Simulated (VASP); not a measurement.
Os, 1 atom in the cell. It takes space group Pm-3m (No. 221, cubic). The conventional cell has a = 2.530 Å, b = 2.530 Å, c = 2.530 Å, α = 90.00°, β = 90.00°, γ = 90.00°. Os (site symmetry m-3m) has 6 Os at 2.53 Å within 3.3 Å. 

* Program: VASP 6.6.1
* Task: single point
* Functional: PBEsol
* Potentials or basis: VASP PAW PBE potentials, release 64 (Os)
* Cutoff: 520 eV
* k mesh: 10 × 10 × 10
* Occupations: methfessel-paxton, width 0.05 eV
* Spin: no spin polarisation
* Dipole correction: no
* Further INCAR settings: ALGO = Normal; EDIFF = 1e-07; NBANDS = 10

Potentials or basis: VASP PAW PBE potentials, release 64 (Os).

Launch:

```sh
$ cat potpaw_PBE.64/Os/POTCAR > POTCAR
$ mpirun -np 1 vasp_std > vasp.out
```

Hardware: 1 thread of Intel(R) Xeon(R) 6975P-C (Granite Rapids), with other jobs on the host.

How long does it take, and how much memory?

It took 3.1 s on 1 thread of Intel(R) Xeon(R) 6975P-C (Granite Rapids), with other jobs on the host, peak memory 0.13 GiB. Counts: scf iterations 11, k points 56.
